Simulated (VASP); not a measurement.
KSrAg4: single point with PBE

The system is KSrAg4.

```
K Sr Ag
1.0
     0.00000    4.11754    4.11754
     4.11754    0.00000    4.11754
     4.11754    4.11754    0.00000
K Sr Ag
1 1 4
Cartesian
  0.0000 0.0000 0.0000
  2.0588 2.0588 2.0588
  5.1377 3.0974 3.0974
  3.0974 5.1377 3.0974
  3.0974 3.0974 5.1377
  5.1377 5.1377 5.1377
```

The cell was built from a structure type or drawn by symmetry, and may not be a known phase.

```
Program             : VASP 6.6.1
Task                : single point
Functional          : PBE
Potentials or basis : VASP PAW PBE potentials, release 64 (K_sv, Sr_sv, Ag)
Cutoff              : 520 eV
k mesh              : 4 × 4 × 4
Occupations         : gaussian, width 0.1 eV
Spin                : no spin polarisation
```

| Property | Result |
| --- | --- |
| Pressure | 3.8 GPa |
| Largest force | 0.179 eV/Å |
| Band gap on the k mesh | zero (an odd number of electrons rules out a gap without spin polarisation) |

Forces in eV/Å, atoms in the order of the input:
```
K    0.000  0.000  0.000
Sr   0.000  0.000  0.000
Ag   0.103 -0.103 -0.103
Ag  -0.103  0.103 -0.103
Ag  -0.103 -0.103  0.103
Ag   0.103  0.103  0.103
```

Levels at points of the mesh, in eV from the Fermi level:
```csv
k point,band 29,band 30,band 31,band 32,band 33,band 34
"(0.00, 0.00, 0.00)",-3.38,0.10,0.21,0.21,0.21,0.37
"(0.50, 0.00, 0.00)",-3.84,-3.38,0.12,0.18,0.18,1.13
"(0.50, 0.50, 0.00)",-3.86,-3.79,-0.28,-0.24,-0.14,-0.14
```

It took 5 min on 1 thread of Intel Xeon 8259CL, with other jobs on the host, peak memory 0.34 GiB.

Caveat: the cell stands under pressure.
